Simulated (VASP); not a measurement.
LaNb4O:

```
CELL_PARAMETERS angstrom
4.32545 0.00000 0.00000
0.00000 4.32545 0.00000
0.00000 0.00000 6.13026
ATOMIC_POSITIONS crystal
La 0.00000 0.00000 0.00000
Nb 0.50000 0.00000 0.75658
Nb 0.00000 0.50000 0.24342
Nb 0.50000 0.00000 0.24342
Nb 0.00000 0.50000 0.75658
O 0.50000 0.50000 0.50000
```

The cell was generated, and may not be a known phase.

| Item | Value |
| --- | --- |
| Program | VASP 6.6.1 |
| Task | relaxation of cell and atoms |
| Functional | PBE |
| Potentials or basis | VASP PAW PBE potentials, release 64 (La, Nb_sv, O) |
| Cutoff | 600 eV |
| k mesh | 4 × 4 × 4 |
| Occupations | gaussian, width 0.1 eV |
| Spin | no spin polarisation |

At the start: pressure -1.2 GPa; volume 19.12 Å³/atom.

Q: Where does the relaxation end?

A: Over 22 steps the energy falls by 862.5 meV/atom and the volume is 20.43 Å³/atom (+6.9 %); space group P4/mmm (No. 123, to 0.1 Å) before and after.

Step by step:
```
step  energy change (eV)  largest force (eV/Å)  pressure (GPa)  volume (Å³)
   1              0.0000                1.4569           -1.23       114.69
   2             -0.3978                1.2747           -0.08       112.26
   3             -1.0497                0.2976           11.51       105.12
   4             -1.0309                1.0304            6.59       107.14
   5             -1.0740                0.7331            8.87       106.07
   6             -1.2569                0.5229            8.46       107.45
   7             -1.4686                1.2278            8.18       111.66
   8             -1.7601                1.2126            5.29       115.47
   9             -2.3660                1.3120           -1.02       127.18
  10             -2.1658                1.8764           -7.85       151.80
  11             -2.4664                1.7113           -4.94       139.92
  12             -3.5795                1.4208           -8.20       142.16
  13             -3.9187                0.2877          -10.48       144.52
  14             -4.3590                0.2712          -10.42       144.16
  15             -4.9142                0.6694           -2.91       131.41
  16             -4.9283                0.7492           -1.26       129.35
  17             -5.0076                0.6647           -0.91       128.11
  18             -5.1437                0.4906            0.27       124.35
  19             -5.1546                0.3973            0.88       122.75
  20             -5.1683                0.2119           -1.03       123.59
  21             -5.1731                0.0124           -0.42       123.30
  22             -5.1749                0.0170            0.20       122.60
```

Final structure:
```
CELL_PARAMETERS angstrom
3.94868 0.00000 0.00000
0.00000 3.94868 0.00000
0.00000 0.00000 7.86296
ATOMIC_POSITIONS crystal
La 0.00000 0.00000 0.00000
Nb 0.50000 0.00000 0.66718
Nb 0.00000 0.50000 0.33282
Nb 0.50000 0.00000 0.33282
Nb 0.00000 0.50000 0.66718
O 0.50000 0.50000 0.50000
```

Caveat: the k points lie up to 0.40 Å⁻¹ apart in the final cell, too coarse for converged energies and pressures of a metal; a cell axis changed by over 15 % at a fixed basis, so the end point is rough.
